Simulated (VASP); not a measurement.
# Cs2HfSe6 in VASP: a series of runs

Runs on Cs2HfSe6. Level: PBE. Tasks: single point.

Program: VASP 6.6.1. These are calculated values, not measurements. Logs are shortened: lines on timing, memory, paths and dates and some standing lists are left out, and cuts for length are marked.

## 1. The cell of the first run

The typed cell holds 9 atoms: a = 7.426 Å, b = 7.426 Å, c = 5.811 Å, α = 90.00°, β = 90.00°, γ = 60.00°.

## 2. Single point, PBE

File INCAR:

```
PREC = Accurate
ENCUT = 520
EDIFF = 1E-7
ISMEAR = -1
SIGMA = 0.1
LREAL = F
LASPH = T
NELM = 80
ALGO = Normal
ISIF = 2
LWAVE = F
LCHARG = F
GGA = PE
NBANDS = 42
```

File KPOINTS:

```
Automatic mesh
0
Gamma
  3 3 3
```

File POSCAR:

```
Cs2HfSe6
1.0
    3.7131660000      6.4313900000      0.0000000000
   -3.7131660000      6.4313900000      0.0000000000
    0.0000000000      0.0000000000      5.8109020000
Hf Cs Se
1 2 6
Direct
    0.0000000000      0.0000000000      0.0000000000
    0.3333000000      0.3334000000      0.6920000000
    0.6667000000      0.6666000000      0.3080000000
    0.1600000000      0.6800000000      0.1980000000
    0.1600000000      0.1600000000      0.1980000000
    0.6800000000      0.1600000000      0.1980000000
    0.8400000000      0.3200000000      0.8020000000
    0.3200000000      0.8400000000      0.8020000000
    0.8400000000      0.8400000000      0.8020000000
```

Potentials or basis: VASP PAW PBE potentials, release 64 (Hf_pv, Cs_sv, Se).

Launch:

```bash
cat potpaw_PBE.64/Hf_pv/POTCAR potpaw_PBE.64/Cs_sv/POTCAR potpaw_PBE.64/Se/POTCAR > POTCAR
mpirun -np 1 vasp_std > vasp.out
```

OUTCAR:

```text
PREC = Accurate
   ENCUT = 520
   EDIFF = 1E-7
   ISMEAR = -1
   LREAL = F
   LASPH = T
   NELM = 80
   ISIF = 2
   GGA = PE

 ion  position               nearest neighbor table
   1  0.000  0.000  0.000-   5 2.36   9 2.36   6 2.36   7 2.36   8 2.36   4 2.36
   2  0.333  0.333  0.692-
   3  0.667  0.667  0.308-
   4  0.160  0.680  0.198-   1 2.36
   5  0.160  0.160  0.198-   1 2.36
   6  0.680  0.160  0.198-   1 2.36
   7  0.840  0.320  0.802-   1 2.36
   8  0.320  0.840  0.802-   1 2.36
   9  0.840  0.840  0.802-   1 2.36

  LATTYP: Found a hexagonal cell.
 ALAT       =     7.4263301216
 C/A-ratio  =     0.7824728910

  Lattice vectors:

 A1 = (   3.7131660000,  -6.4313900000,   0.0000000000)
 A2 = (   3.7131660000,   6.4313900000,   0.0000000000)
 A3 = (   0.0000000000,   0.0000000000,   5.8109020000)

Analysis of symmetry for initial positions (statically):
=====================================================================
 Subroutine PRICEL returns:
 Original cell was already a primitive cell.

 Routine SETGRP: Setting up the symmetry group for a
 hexagonal supercell.

 Subroutine GETGRP returns: Found  4 space group operations
 (whereof  4 operations were pure point group operations)
 out of a pool of 24 trial point group operations.

The static configuration has the point symmetry C_2h.

Analysis of symmetry for dynamics (positions and initial velocities):
=====================================================================
 Subroutine PRICEL returns:
 Original cell was already a primitive cell.

 Routine SETGRP: Setting up the symmetry group for a
 hexagonal supercell.

 Subroutine GETGRP returns: Found  4 space group operations
 (whereof  4 operations were pure point group operations)
 out of a pool of 24 trial point group operations.

The dynamic configuration has the point symmetry C_2h.

 Subroutine INISYM returns: Found  4 space group operations
 (whereof  4 operations are pure point group operations),
 and found     1 'primitive' translations

----------------------------------------------------------------------------------------

                                     Primitive cell

  volume of cell :     277.5382

  direct lattice vectors                    reciprocal lattice vectors
     3.713166000  6.431390000  0.000000000     0.134655978  0.077743691  0.000000000
    -3.713166000  6.431390000  0.000000000    -0.134655978  0.077743691  0.000000000
     0.000000000  0.000000000  5.810902000     0.000000000  0.000000000  0.172090323

  length of vectors
     7.426330122  7.426330122  5.810902000     0.155487344  0.155487344  0.172090323

  position of ions in fractional coordinates (direct lattice)
     0.000000000  0.000000000  0.000000000
     0.333300000  0.333400000  0.692000000
     0.666700000  0.666600000  0.308000000
     0.160000000  0.680000000  0.198000000
     0.160000000  0.160000000  0.198000000
     0.680000000  0.160000000  0.198000000
     0.840000000  0.320000000  0.802000000
     0.320000000  0.840000000  0.802000000
     0.840000000  0.840000000  0.802000000

  ion indices of the primitive-cell ions
   primitive index   ion index
                 1           1
                 2           2
                 3           3
                 4           4
                 5           5
                 6           6
                 7           7
                 8           8
                 9           9

----------------------------------------------------------------------------------------

 KPOINTS: Automatic mesh

Automatic generation of k-mesh.
 Grid dimensions read from file:
 generate k-points for:    3    3    3

 Generating k-lattice:

  Cartesian coordinates                     Fractional coordinates (reciprocal lattice)
     0.044885326  0.025914564  0.000000000     0.333333333  0.000000000  0.000000000
    -0.044885326  0.025914564  0.000000000     0.000000000  0.333333333  0.000000000
     0.000000000  0.000000000  0.057363441     0.000000000  0.000000000  0.333333333

  Length of vectors
     0.051829115  0.051829115  0.057363441

  Shift w.r.t. Gamma in fractional coordinates (k-lattice)
     0.000000000  0.000000000  0.000000000

 Subroutine IBZKPT returns following result:
 ===========================================

 Found     10 irreducible k-points:

 Following reciprocal coordinates:
            Coordinates               Weight
  0.000000  0.000000  0.000000      1.000000
  0.333333  0.000000  0.000000      4.000000
  0.000000  0.333333  0.000000      2.000000
 -0.333333  0.333333  0.000000      2.000000
  0.000000  0.000000  0.333333      2.000000
  0.333333  0.000000  0.333333      4.000000
  0.333333  0.333333  0.333333      4.000000
  0.000000  0.333333  0.333333      2.000000
 -0.000000 -0.333333  0.333333      2.000000
 -0.333333  0.333333  0.333333      4.000000
   k-points           NKPTS =     10   k-points in BZ     NKDIM =     10   number of bands    NBANDS=     42
   number of dos      NEDOS =    301   number of ions     NIONS =      9
   total plane-waves  NPLWV = 150528
   dimension x,y,z NGX =    56 NGY =   56 NGZ =   48
   dimension x,y,z NGXF=   112 NGYF=  112 NGZF=   96
   ions per type =               1   2   6
   NGX,Y,Z   is equivalent  to a cutoff of  12.54, 12.54, 13.73 a.u.
   NGXF,Y,Z  is equivalent  to a cutoff of  25.07, 25.07, 27.46 a.u.
 SYSTEM =  unknown system
   PREC   = accura    normal or accurate (medium, high low for compatibility)
   ISTART =      0    job   : 0-new  1-cont  2-samecut
   ICHARG =      2    charge: 1-file 2-atom 10-const
   ISPIN  =      1    spin polarized calculation?
   LNONCOLLINEAR =      F non collinear calculations
   LSORBIT =      F    spin-orbit coupling
   LASPH  =      T    aspherical Exc in radial PAW
   ENCUT  =  520.0 eV  38.22 Ry    6.18 a.u.  13.81 13.81 10.80*2*pi/ulx,y,z
   NELM   =     80;   NELMIN=  2; NELMDL= -5     # of ELM steps
   EDIFF  = 0.1E-06   stopping-criterion for ELM
   LREAL  =      F    real-space projection
   EDIFFG = 0.1E-05   stopping-criterion for IOM
   NSW    =      0    number of steps for IOM
   IBRION =     -1    ionic relax: 0-MD 1-quasi-New 2-CG
   NFREE  =      0    steps in history (QN), initial steepest desc. (CG)
   ISIF   =      2    stress and relaxation
   ISYM   =      2    0-nonsym 1-usesym 2-fastsym
   POTIM  = 0.5000    time-step for ionic-motion
   TEBEG  =    0.0;   TEEND  =   0.0 temperature during run
   PSTRESS=    0.0 pullay stress
   NELECT =      64.0000    total number of electrons
   NUPDOWN=      -1.0000    fix difference up-down
   EMIN   =  10.00;   EMAX   =-10.00  energy-range for DOS
   EFERMI =   0.00;   METHOD = LEGACY
   ISMEAR =    -1;   SIGMA  =   0.10  broadening in eV -4-tet -1-fermi 0-gaus
   EFERMI_NEDOS =   21; number of points for ismear=-14 and -15
   IALGO  =     38    algorithm
   IMIX   =      4    mixing-type and parameters
     AMIX     =   0.40;   BMIX     =  1.00
     AMIX_MAG =   1.60;   BMIX_MAG =  1.00
  volume/ion in A,a.u.               =      30.84       208.10
  Fermi-wavevector in a.u.,A,eV,Ry     =   1.003908  1.897111 13.712376  1.007831
  Thomas-Fermi vector in A             =   2.136490
   LORBIT       =      0    0 simple, 1 ext, 2 COOP (PROOUT), +10 PAW based schemes
   GGA     = PE    functional components
   LHFCALC =     F    Hartree Fock is set to
   AEXX    =    0.0000 exact exchange contribution
   IVDW    =     0    specifies the selected vdW correction
   LEPSILON=     F    determine dielectric tensor
   LRPA    =     F    only Hartree local field effects (RPA)
 non-spin polarized calculation
  energy-cutoff  :      520.00
  volume of cell :      277.54
 maximum number of plane-waves:      7490
   NGX = 27   NGY = 27   NGZ = 21

 number of electron      64.0000006 magnetization

 Free energy of the ion-electron system (eV)
  ---------------------------------------------------
  ext. energy  EPLUGINS =         0.00000000
  ---------------------------------------------------
  free energy    TOTEN  =       -34.46950543 eV

  energy without entropy =      -34.08472922  energy(sigma->0) =      -34.27711733

 E-fermi :   1.9207     XC(G=0):  -8.7908

 val. band max:        1.8997974994   @ k =  -0.3333   0.3333   0.0000
 cond. band min:       1.9343216264   @ k =   0.3333   0.3333   0.3333
 fundamental gap:      0.0345241270
 Fermi energy:         1.9206772680

 k-point     1 :       0.0000    0.0000    0.0000
  band No.  band energies     occupation
      1     -27.9316      2.00000
      2     -27.9316      2.00000
      3     -27.7472      2.00000
      4     -18.8522      2.00000
      5     -18.8243      2.00000
      6     -11.4769      2.00000
[... 34 lines left out ...]
     41       7.4406      0.00000
     42       7.4410      0.00000

 k-point     2 :       0.3333    0.0000    0.0000
  band No.  band energies     occupation
      1     -27.9316      2.00000
      2     -27.9316      2.00000
      3     -27.7472      2.00000
      4     -18.8457      2.00000
      5     -18.8298      2.00000
      6     -11.4366      2.00000
[... 34 lines left out ...]
     41       7.2753      0.00000
     42       7.7514      0.00000

 k-point     3 :       0.0000    0.3333    0.0000
  band No.  band energies     occupation
      1     -27.9316      2.00000
      2     -27.9316      2.00000
      3     -27.7472      2.00000
      4     -18.8457      2.00000
      5     -18.8298      2.00000
      6     -11.4366      2.00000
[... 267 lines left out ...]
      4     -18.8412      2.00000
      5     -18.8300      2.00000
      6     -11.3629      2.00000
[... 34 lines left out ...]
     41       7.7218      0.00000
     42       7.7987      0.00000

 k-point    10 :      -0.3333    0.3333    0.3333
  band No.  band energies     occupation
      1     -27.9316      2.00000
      2     -27.9316      2.00000
      3     -27.7474      2.00000
      4     -18.8354      2.00000
      5     -18.8354      2.00000
      6     -11.3197      2.00000
[... 34 lines left out ...]
     41       7.6536      0.00000
     42       8.0375      0.00000

------------------------ aborting loop because EDIFF is reached ----------------------------------------

  FORCE on cell =-STRESS in cart. coord.  units (eV):
  Direction    XX          YY          ZZ          XY          YZ          ZX
  --------------------------------------------------------------------------------------
  -------------------------------------------------------------------------------------
  Total       21.5276562     21.5271278     15.1361738     -0.0004451      0.0001288     -0.0002232
  in kB      124.2752293    124.2721788     87.3783680     -0.0025692      0.0007438     -0.0012884
  external PRESSURE =     111.9752587 kB  Pullay stress =       0.0000000 kB

 VOLUME and BASIS-vectors are now :
 -----------------------------------------------------------------------------
  energy-cutoff  :      520.00
  volume of cell :      277.54
      direct lattice vectors                 reciprocal lattice vectors
     3.713166000  6.431390000  0.000000000     0.134655978  0.077743691  0.000000000
    -3.713166000  6.431390000  0.000000000    -0.134655978  0.077743691  0.000000000
     0.000000000  0.000000000  5.810902000     0.000000000  0.000000000  0.172090323

 POSITION                                       TOTAL-FORCE (eV/Angst)
 -----------------------------------------------------------------------------------
      0.00000      0.00000      0.00000         0.000000      0.000000      0.000000
     -0.00037      4.28781      4.02114         0.000704     -0.000406      0.053503
      0.00037      8.57497      1.78976        -0.000704      0.000406     -0.053503
     -1.93085      5.40237      1.15056         2.717238     -1.568797      2.269725
      0.00000      2.05804      1.15056         0.000321      3.137843      2.269749
      1.93085      5.40237      1.15056        -2.717292     -1.569200      2.269749
      1.93085      7.46041      4.66034        -2.717238      1.568797     -2.269725
     -1.93085      7.46041      4.66034         2.717292      1.569200     -2.269749
      0.00000     10.80474      4.66034        -0.000321     -3.137843     -2.269749
 -----------------------------------------------------------------------------------
    total drift:                                0.000000     -0.000000     -0.000000

  FREE ENERGIE OF THE ION-ELECTRON SYSTEM (eV)
  ---------------------------------------------------
  free  energy   TOTEN  =       -34.4695054346 eV

  energy  without entropy=      -34.0847292155  energy(sigma->0) =      -34.27711733
```

Wall time 4.7 min (1 thread of Intel Xeon 8259CL, shared host); peak memory 0.45 GiB.

Results:

```yaml
Free_energy: -34.4695 eV
Pressure: 11.2 GPa
Largest_force: 3.873 eV/Å
Band_gap_on_the_k_mesh: zero (bands 32 and 33 overlap by 0.23 eV)
```

Forces on the atoms (eV/Å):
```
Hf   0.000  0.000  0.000
Cs   0.001  0.000  0.054
Cs  -0.001  0.000 -0.054
Se   2.717 -1.569  2.270
Se   0.000  3.138  2.270
Se  -2.717 -1.569  2.270
Se  -2.717  1.569 -2.270
Se   2.717  1.569 -2.270
Se   0.000 -3.138 -2.270
```

Stress tensor (GPa, compression positive):
```
12.43  0.00  0.00
 0.00 12.43  0.00
 0.00  0.00  8.74
```

Caveat: the k points lie up to 0.36 Å⁻¹ apart; spin-orbit coupling is left out, which moves the levels of the heavy elements; forces of over 1 eV/Å act on the atoms, so gaps and moduli don't describe the material at rest.

[end of part 1 of 2]
